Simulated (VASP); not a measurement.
**Sn2Sb3Te: single point with PBE**

The system is Sn2Sb3Te.

```xyz
6
Lattice="4.4354 0.0000 0.0000 -2.2177 3.8412 0.0000 0.0000 0.0000 12.8593" Properties=species:S:1:pos:R:3 pbc="T T T"
Sn    0.0000    2.5608    4.3807
Sn    2.2177    1.2804    8.4786
Sb    0.0000    0.0000    2.8114
Sb    0.0000    0.0000   10.0479
Sb    0.0000    0.0000    0.0000
Te    0.0000    0.0000    6.4297
```

The cell was generated, and may not be a known phase.

```yaml
Program: VASP 6.6.1
Task: single point
Functional: PBE
Potentials_or_basis: VASP PAW PBE potentials, release 64 (Sn_d, Sb, Te)
Cutoff: 520 eV
k_mesh: 4 × 4 × 2
Occupations: gaussian, width 0.2 eV
Spin: no spin polarisation
```

```yaml
Pressure: -0.1 GPa
Largest_force: 0.045 eV/Å
Band_gap_on_the_k_mesh: zero (an odd number of electrons rules out a gap without spin polarisation)
```

Forces on the atoms (eV/Å):
```
Sn   0.000  0.000  0.009
Sn   0.000  0.000 -0.009
Sb   0.000  0.000  0.045
Sb   0.000  0.000 -0.045
Sb   0.000  0.000  0.000
Te   0.000  0.000  0.000
```

Stress tensor (GPa, compression positive):
```
-0.19  0.00  0.00
 0.00 -0.19  0.00
 0.00  0.00  0.17
```

Levels at points of the mesh, in eV from the Fermi level:
```tsv
k point	band 22	band 23	band 24	band 25	band 26	band 27
(0.00, 0.00, 0.00)	-0.44	-0.21	-0.21	0.42	1.43	1.43
(0.50, 0.00, 0.00)	-1.60	-1.27	-0.87	-0.66	0.30	0.80
(0.00, 0.00, 0.50)	-0.69	0.17	0.17	0.88	1.07	1.07
(0.50, 0.00, 0.50)	-1.76	-0.82	-0.53	-0.23	0.41	1.05
```

Run time: 88 s on 1 thread of Oxide Virtual Turin-like Processor (shared host), peak memory 0.33 GiB.

Caveat: the k points lie up to 0.41 Å⁻¹ apart, too coarse for converged energies and pressures of a metal; spin-orbit coupling is left out, which moves the levels of the heavy elements; an odd number of electrons without spin polarisation forces a metal; a magnetic or distorted state may lie lower.
